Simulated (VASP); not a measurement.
# Li5NbO5 (C2/m) in VASP: further runs

Runs on Li5NbO5. Level: PBEsol. Tasks: single point.

Program: VASP 6.6.1. These are calculated values, not measurements. Logs are shortened: lines on timing, memory, paths and dates and some standing lists are left out, and cuts for length are marked.

## 1. The cell of the first run

It takes space group C2/m (No. 12, monoclinic). Conventional cell: a = 9.359 Å, b = 3.888 Å, c = 5.808 Å, α = 90.00°, β = 107.48°, γ = 90.00°. Li (site symmetry m) has 5 O at 1.88 to 2.36 Å and 6 Li at 2.58 to 2.79 Å within 2.8 Å. Li (site symmetry m) has 5 O at 1.98 to 2.17 Å and 5 Li at 2.56 to 2.79 Å and 1 Nb at 2.76 Å within 2.8 Å. Li (site symmetry 2/m) has 4 O at 1.99 to 2.04 Å and 2 Li at 2.59 Å within 2.6 Å. Nb (site symmetry 2/m) has 6 O at 1.94 to 1.99 Å within 2.6 Å. Within 2.5 Å of O (site symmetry m) lie 5 Li at 1.88 to 1.99 Å and 1 Nb at 1.96 Å. O (site symmetry m) has 5 Li at 1.96 to 2.04 Å and 1 Nb at 1.99 Å within 2.6 Å. Within 2.6 Å of O (site symmetry 2/m) lie 2 Nb at 1.94 Å and 4 Li at 2.17 to 2.36 Å.

## 2. Single point, PBEsol (biaxial strain in the a-b plane: -3.0 %, then relaxed in part)

File INCAR:

```
PREC = Accurate ; ENCUT = 520
EDIFF = 1E-6 ; ISMEAR = 0
SIGMA = 0.02 ; LREAL = F
LASPH = T ; NELM = 60
ALGO = Normal ; ISIF = 2
LWAVE = F ; LCHARG = F
GGA = PS ; NBANDS = 40
```

File KPOINTS:

```
regular mesh
0
Gamma
  6 6 4
```

File POSCAR:

```
Li5NbO5
1.0
    4.6794541830     -1.9438671651      0.0268492222
    4.6794541830      1.9438671651      0.0268492222
   -1.7765139395      0.0000000000      5.5292547126
Li Nb O
5 1 5
Direct
    0.7096065427      0.7096065427      0.3485665421
    0.6903740713      0.6903740713      0.8600206742
    0.0000000000      0.0000000000      0.5000000000
    0.3096259287      0.3096259287      0.1399793258
    0.2903934573      0.2903934573      0.6514334579
    0.0000000000      0.0000000000      0.0000000000
    0.8495201262      0.8495201262      0.1737789843
    0.8439469217      0.8439469217      0.6807069766
    0.5000000000      0.5000000000      0.0000000000
    0.1560530783      0.1560530783      0.3192930234
    0.1504798738      0.1504798738      0.8262210157
```

Potentials or basis: VASP PAW PBE potentials, release 64 (Li_sv, Nb_sv, O).

On the command line:

```
cat potpaw_PBE.64/Li_sv/POTCAR potpaw_PBE.64/Nb_sv/POTCAR potpaw_PBE.64/O/POTCAR > POTCAR
mpirun -np 1 vasp_std > vasp.out
```

OUTCAR:

```text
PREC = Accurate
   ENCUT = 520
   EDIFF = 1E-6
   ISMEAR = 0
   LREAL = F
   LASPH = T
   NELM = 60
   ISIF = 2
   GGA = PS

 ion  position               nearest neighbor table
   1  0.710  0.710  0.349-   7 1.88   8 1.96  10 2.00  10 2.00   5 2.58   5 2.58   3 2.59
   2  0.690  0.690  0.860-   7 1.98  11 1.98  11 1.98   8 2.01   9 2.17   4 2.56   4 2.56   6 2.76

   3  0.000  0.000  0.500-   7 1.99  11 1.99  10 2.04   8 2.04   1 2.59   5 2.59
   4  0.310  0.310  0.140-  11 1.98   7 1.98   7 1.98  10 2.01   9 2.17   2 2.56   2 2.56   6 2.76

   5  0.290  0.290  0.651-  11 1.88  10 1.96   8 2.00   8 2.00   1 2.58   1 2.58   3 2.59
   6  0.000  0.000  0.000-   9 1.94   9 1.94   7 1.96  11 1.96  10 1.99   8 1.99   2 2.76   4 2.76

   7  0.850  0.850  0.174-   1 1.88   6 1.96   2 1.98   4 1.98   4 1.98   3 1.99
   8  0.844  0.844  0.681-   1 1.96   6 1.99   5 2.00   5 2.00   2 2.01   3 2.04
   9  0.500  0.500  0.000-   6 1.94   6 1.94   2 2.17   4 2.17
  10  0.156  0.156  0.319-   5 1.96   6 1.99   1 2.00   1 2.00   4 2.01   3 2.04
  11  0.150  0.150  0.826-   5 1.88   6 1.96   4 1.98   2 1.98   2 1.98   3 1.99

  LATTYP: Found a base centered monoclinic cell.
 ALAT       =     9.3590624170
 B/A-ratio  =     0.4153978419
 C/A-ratio  =     0.6205363068
 COS(beta)  =    -0.3004250789

  Lattice vectors:

 A1 = (   4.6794541830,  -1.9438671651,   0.0268492222)
 A2 = (   4.6794541830,   1.9438671651,   0.0268492222)
 A3 = (  -1.7765139395,   0.0000000000,   5.5292547126)

Analysis of symmetry for initial positions (statically):
=====================================================================
 Subroutine PRICEL returns:
 Original cell was already a primitive cell.

 Routine SETGRP: Setting up the symmetry group for a
 base centered monoclinic supercell.

 Subroutine GETGRP returns: Found  4 space group operations
 (whereof  4 operations were pure point group operations)
 out of a pool of  4 trial point group operations.

The static configuration has the point symmetry C_2h.

Analysis of symmetry for dynamics (positions and initial velocities):
=====================================================================
 Subroutine PRICEL returns:
 Original cell was already a primitive cell.

 Routine SETGRP: Setting up the symmetry group for a
 base centered monoclinic supercell.

 Subroutine GETGRP returns: Found  4 space group operations
 (whereof  4 operations were pure point group operations)
 out of a pool of  4 trial point group operations.

The dynamic configuration has the point symmetry C_2h.

 Subroutine INISYM returns: Found  4 space group operations
 (whereof  4 operations are pure point group operations),
 and found     1 'primitive' translations

----------------------------------------------------------------------------------------

                                     Primitive cell

  volume of cell :     100.7763

  direct lattice vectors                    reciprocal lattice vectors
     4.679454183 -1.943867165  0.026849222     0.106653455 -0.257219222  0.034267068
     4.679454183  1.943867165  0.026849222     0.106653455  0.257219222  0.034267068
    -1.776513940  0.000000000  5.529254713    -0.001035786  0.000000000  0.180523409

  length of vectors
     5.067211451  5.067211451  5.807638027     0.280554664  0.280554664  0.180526381

  position of ions in fractional coordinates (direct lattice)
     0.709606543  0.709606543  0.348566542
     0.690374071  0.690374071  0.860020674
     0.000000000  0.000000000  0.500000000
     0.309625929  0.309625929  0.139979326
     0.290393457  0.290393457  0.651433458
     0.000000000  0.000000000  0.000000000
     0.849520126  0.849520126  0.173778984
     0.843946922  0.843946922  0.680706977
     0.500000000  0.500000000  0.000000000
     0.156053078  0.156053078  0.319293023
     0.150479874  0.150479874  0.826221016

  ion indices of the primitive-cell ions
   primitive index   ion index
                 1           1
                 2           2
                 3           3
                 4           4
                 5           5
                 6           6
                 7           7
                 8           8
                 9           9
                10          10
                11          11

----------------------------------------------------------------------------------------

 KPOINTS: regular mesh

Automatic generation of k-mesh.
 Grid dimensions read from file:
 generate k-points for:    6    6    4

 Generating k-lattice:

  Cartesian coordinates                     Fractional coordinates (reciprocal lattice)
     0.017775576 -0.042869870  0.005711178     0.166666667  0.000000000  0.000000000
     0.017775576  0.042869870  0.005711178     0.000000000  0.166666667  0.000000000
    -0.000258946  0.000000000  0.045130852     0.000000000  0.000000000  0.250000000

  Length of vectors
     0.046759111  0.046759111  0.045131595

  Shift w.r.t. Gamma in fractional coordinates (k-lattice)
     0.000000000  0.000000000  0.000000000

 Subroutine IBZKPT returns following result:
 ===========================================

 Found     47 irreducible k-points:

 Following reciprocal coordinates:
            Coordinates               Weight
  0.000000  0.000000  0.000000      1.000000
  0.166667  0.000000  0.000000      4.000000
  0.333333  0.000000  0.000000      4.000000
  0.500000  0.000000 -0.000000      2.000000
  0.166667  0.166667 -0.000000      2.000000
  0.333333  0.166667 -0.000000      4.000000
[... 16 lines left out ...]
 -0.333333  0.166667  0.250000      4.000000
 -0.166667  0.166667  0.250000      4.000000
 [... further k-points ...]
   k-points           NKPTS =     47   k-points in BZ     NKDIM =     47   number of bands    NBANDS=     40
   number of dos      NEDOS =    301   number of ions     NIONS =     11
   total plane-waves  NPLWV =  76800
   dimension x,y,z NGX =    40 NGY =   40 NGZ =   48
   dimension x,y,z NGXF=    80 NGYF=   80 NGZF=   96
   ions per type =               5   1   5
   NGX,Y,Z   is equivalent  to a cutoff of  13.12, 13.12, 13.74 a.u.
   NGXF,Y,Z  is equivalent  to a cutoff of  26.25, 26.25, 27.48 a.u.
 SYSTEM =  unknown system
   PREC   = accura    normal or accurate (medium, high low for compatibility)
   ISTART =      0    job   : 0-new  1-cont  2-samecut
   ICHARG =      2    charge: 1-file 2-atom 10-const
   ISPIN  =      1    spin polarized calculation?
   LNONCOLLINEAR =      F non collinear calculations
   LSORBIT =      F    spin-orbit coupling
   LASPH  =      T    aspherical Exc in radial PAW
   ENCUT  =  520.0 eV  38.22 Ry    6.18 a.u.   9.42  9.42 10.80*2*pi/ulx,y,z
   NELM   =     60;   NELMIN=  2; NELMDL= -5     # of ELM steps
   EDIFF  = 0.1E-05   stopping-criterion for ELM
   LREAL  =      F    real-space projection
   EDIFFG = 0.1E-04   stopping-criterion for IOM
   NSW    =      0    number of steps for IOM
   IBRION =     -1    ionic relax: 0-MD 1-quasi-New 2-CG
   NFREE  =      0    steps in history (QN), initial steepest desc. (CG)
   ISIF   =      2    stress and relaxation
   ISYM   =      2    0-nonsym 1-usesym 2-fastsym
   POTIM  = 0.5000    time-step for ionic-motion
   TEBEG  =    0.0;   TEEND  =   0.0 temperature during run
   PSTRESS=    0.0 pullay stress
   NELECT =      58.0000    total number of electrons
   NUPDOWN=      -1.0000    fix difference up-down
   EMIN   =  10.00;   EMAX   =-10.00  energy-range for DOS
   EFERMI =   0.00;   METHOD = LEGACY
   ISMEAR =     0;   SIGMA  =   0.02  broadening in eV -4-tet -1-fermi 0-gaus
   EFERMI_NEDOS =   21; number of points for ismear=-14 and -15
   IALGO  =     38    algorithm
   IMIX   =      4    mixing-type and parameters
     AMIX     =   0.40;   BMIX     =  1.00
     AMIX_MAG =   1.60;   BMIX_MAG =  1.00
  volume/ion in A,a.u.               =       9.16        61.82
  Fermi-wavevector in a.u.,A,eV,Ry     =   1.361752  2.573338 25.230222  1.854369
  Thomas-Fermi vector in A             =   2.488301
   LORBIT       =      0    0 simple, 1 ext, 2 COOP (PROOUT), +10 PAW based schemes
   GGA     = PS    functional components
   LHFCALC =     F    Hartree Fock is set to
   AEXX    =    0.0000 exact exchange contribution
   IVDW    =     0    specifies the selected vdW correction
   LEPSILON=     F    determine dielectric tensor
   LRPA    =     F    only Hartree local field effects (RPA)
 non-spin polarized calculation
 Gauss-broadening in eV      SIGMA  =   0.02
  energy-cutoff  :      520.00
  volume of cell :      100.78
 maximum number of plane-waves:      2746
 NGX is ok and might be reduce to    40
   NGX = 19   NGY = 19   NGZ = 21

 number of electron      57.9999994 magnetization

 Free energy of the ion-electron system (eV)
  ---------------------------------------------------
  ext. energy  EPLUGINS =         0.00000000
  ---------------------------------------------------
  free energy    TOTEN  =       -72.21319270 eV

  energy without entropy =      -72.21319270  energy(sigma->0) =      -72.21319270

 E-fermi :   2.9651     XC(G=0): -10.4418

 val. band max:        2.8653119789   @ k =   0.3333   0.3333   0.0000
 cond. band min:       5.9884391678   @ k =   0.0000   0.0000   0.0000
 fundamental gap:      3.1231271890
 Fermi energy:         2.9651093713

 k-point     1 :       0.0000    0.0000    0.0000
  band No.  band energies     occupation
      1     -51.2502      2.00000
      2     -39.6422      2.00000
      3     -39.2213      2.00000
      4     -39.1681      2.00000
      5     -38.8908      2.00000
      6     -38.8461      2.00000
[... 32 lines left out ...]
     39      13.2330      0.00000
     40      14.7476      0.00000

 k-point     2 :       0.1667    0.0000    0.0000
  band No.  band energies     occupation
      1     -51.2491      2.00000
      2     -39.6420      2.00000
      3     -39.2173      2.00000
      4     -39.1711      2.00000
      5     -38.8879      2.00000
      6     -38.8493      2.00000
[... 935 lines left out ...]
     39      13.8934      0.00000
     40      14.3202      0.00000

 k-point    24 :      -0.1667    0.1667    0.2500
  band No.  band energies     occupation
      1     -51.2470      2.00000
      2     -39.6418      2.00000
      3     -39.2061      2.00000
      4     -39.1796      2.00000
      5     -38.8805      2.00000
      6     -38.8575      2.00000
[... 32 lines left out ...]
     39      13.8761      0.00000
     40      14.0682      0.00000

 [... further k-points ...]
[... 5 lines left out ...]
  --------------------------------------------------------------------------------------
  -------------------------------------------------------------------------------------
  Total        4.7576986      7.1078872      0.0150165      0.0000000      0.0000000      0.0187146
  in kB       75.6396058    113.0037508      0.2387381      0.0000000      0.0000000      0.2975308
  external PRESSURE =      62.9606983 kB  Pullay stress =       0.0000000 kB

 VOLUME and BASIS-vectors are now :
 -----------------------------------------------------------------------------
  energy-cutoff  :      520.00
  volume of cell :      100.78
      direct lattice vectors                 reciprocal lattice vectors
     4.679454183 -1.943867165  0.026849222     0.106653455 -0.257219222  0.034267068
     4.679454183  1.943867165  0.026849222     0.106653455  0.257219222  0.034267068
    -1.776513940  0.000000000  5.529254713    -0.001035786  0.000000000  0.180523409

 POSITION                                       TOTAL-FORCE (eV/Angst)
 -----------------------------------------------------------------------------------
      6.02191      0.00000      1.96542        -0.025002     -0.000000      0.003757
      4.93331      0.00000      4.79235        -0.016039     -0.000000     -0.011562
     -0.88826      0.00000      2.76463        -0.000000     -0.000000      0.000000
      2.64909      0.00000      0.79061         0.016039     -0.000000      0.011562
      1.56049      0.00000      3.61754         0.025002     -0.000000     -0.003757
      0.00000      0.00000      0.00000        -0.000000      0.000000      0.000000
      7.64186      0.00000      1.00649         0.034364     -0.000000     -0.015169
      6.68914      0.00000      3.80912         0.016053     -0.000000      0.022429
      4.67945      0.00000      0.02685        -0.000000     -0.000000      0.000000
      0.89326      0.00000      1.77383        -0.016053     -0.000000     -0.022429
     -0.05947      0.00000      4.57647        -0.034364     -0.000000      0.015169
 -----------------------------------------------------------------------------------
    total drift:                                0.000000     -0.000000     -0.000000

  FREE ENERGIE OF THE ION-ELECTRON SYSTEM (eV)
  ---------------------------------------------------
  free  energy   TOTEN  =       -72.2131927040 eV

  energy  without entropy=      -72.2131927040  energy(sigma->0) =      -72.21319270
```

Wall time 6.7 min (1 thread of Intel Xeon 8259CL, shared host); peak memory 0.35 GiB.

What came out:

```
Free energy            : -72.2132 eV
Largest force          : 0.038 eV/Å
Band gap on the k mesh : 3.12 eV (least direct gap 3.13 eV)
```

Forces in eV/Å, atoms in the order of the input:
```
Li  -0.025  0.000  0.004
Li  -0.016  0.000 -0.012
Li   0.000  0.000  0.000
Li   0.016  0.000  0.012
Li   0.025  0.000 -0.004
Nb   0.000  0.000  0.000
O    0.034  0.000 -0.015
O    0.016  0.000  0.022
O    0.000  0.000  0.000
O   -0.016  0.000 -0.022
O   -0.034  0.000  0.015
```

Caveat: the cell differs from its parent crystal (biaxial strain in the a-b plane: -3.0 %, then relaxed in part); the cutoff is under 1.25 times the usual one of these potentials, so pressure, stress and relaxed cells hold a basis-set (Pulay) error; the PAW data sets were made with another functional, which shifts forces and pressure a little. A k mesh can miss the band edges.

(Continued in part 2 of 2.)
